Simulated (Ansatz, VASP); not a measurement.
# V in VASP and in Ansatz

```xyz
1
Lattice="8.5000 0.0000 0.0000 0.0000 8.5000 0.0000 0.0000 0.0000 8.5000" Properties=species:S:1:pos:R:3 pbc="T T T"
V     0.0000    0.0000    0.0000
```

Alike in both runs: task single point; functional PBE; k mesh 1 × 1 × 1; collinear spin.

|  | VASP | Ansatz |
| --- | --- | --- |
| version | VASP 6.6.1 | Ansatz 0.2 development build |
| potentials or method | VASP PAW PBE potentials, release 64 (V_sv) | scalar-relativistic |
| plane-wave cutoff (eV) | 400 | 1143 |
| occupations | fermi-dirac, width 0.1 eV | fermi-dirac |

Ansatz gave:

| Property | Result |
| --- | --- |
| net moment per atom (μB) | 5.00 |
| size of the moment on the site where the two differ most (μB) | 4.97 |

Task: Which values does VASP return?

Result: net moment per atom (μB): 5.00; size of the moment on the site where the two differ most (μB): 3.50.

Site moments also hang on the region over which each program counts them. Ansatz's warnings: open shared shell at semilocal close, reached outside group, stability check not made.
